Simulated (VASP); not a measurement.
**ZrB: relaxation of cell and atoms with PBE+D3(BJ)**

The system is ZrB.

```
Zr B
1.0
     0.00000    2.45158    2.45158
     2.45158    0.00000    2.45158
     2.45158    2.45158    0.00000
Zr B
1 1
Direct
  0.00000 0.00000 0.00000
  0.50000 0.50000 0.50000
```

```yaml
Program: VASP 6.6.1
Task: relaxation of cell and atoms
Functional: PBE
Dispersion: D3(BJ)
Potentials_or_basis: VASP PAW PBE potentials, release 64 (Zr_sv, B)
Cutoff: 600 eV
k_mesh: 20 × 20 × 20
Occupations: gaussian, width 0.1 eV
Spin: no spin polarisation
Dipole_correction: no
Further_INCAR_settings: ALGO = Normal; EDIFF = 1e-07; IBRION = 2; EDIFFG = -0.02; NSW = 70; ISIF = 3
```

* Relaxed volume: 14.36 Å³/atom
* Relaxed cell: a = 3.438 Å, b = 3.438 Å, c = 3.438 Å, α = 60.00°, β = 60.00°, γ = 60.00°
* Space group after relaxing (to 0.1 Å): Fm-3m (No. 225)
* Energy gained by relaxing: 4.9 meV/atom
* Ionic steps: 3
* Pressure after relaxing: 0.0 GPa
* Band gap on the k mesh: zero (an odd number of electrons rules out a gap without spin polarisation)
* Dispersion energy per atom: -0.392 eV

The path:
```csv
step,energy change (eV),largest force (eV/Å),pressure (GPa),volume (Å³)
1,0.0000,0.0000,-4.09,29.47
2,0.0034,0.0000,5.22,27.89
3,-0.0098,0.0000,-0.02,28.73
```

Final structure:
```
Zr B
1.0
     0.00000    2.43082    2.43082
     2.43082    0.00000    2.43082
     2.43082    2.43082    0.00000
Zr B
1 1
Cartesian
  0.0000 0.0000 0.0000
  2.4308 2.4308 2.4308
```

Levels at points of the mesh, in eV from the Fermi level:
```csv
k point,band 6,band 7,band 8,band 9,band 10,band 11
"(0.00, 0.00, 0.00)",1.77,1.77,1.77,3.23,3.23,3.48
"(0.50, 0.00, 0.00)",-3.87,-1.20,-1.20,4.96,4.96,6.28
"(0.50, 0.50, 0.00)",-0.82,-0.73,2.11,2.11,4.69,5.91
```

It took 4.7 min on 1 thread of Intel(R) Xeon(R) Platinum 8259CL CPU @ 2.50GHz (Skylake/Cascade Lake), with other jobs on the host, peak memory 0.27 GiB.
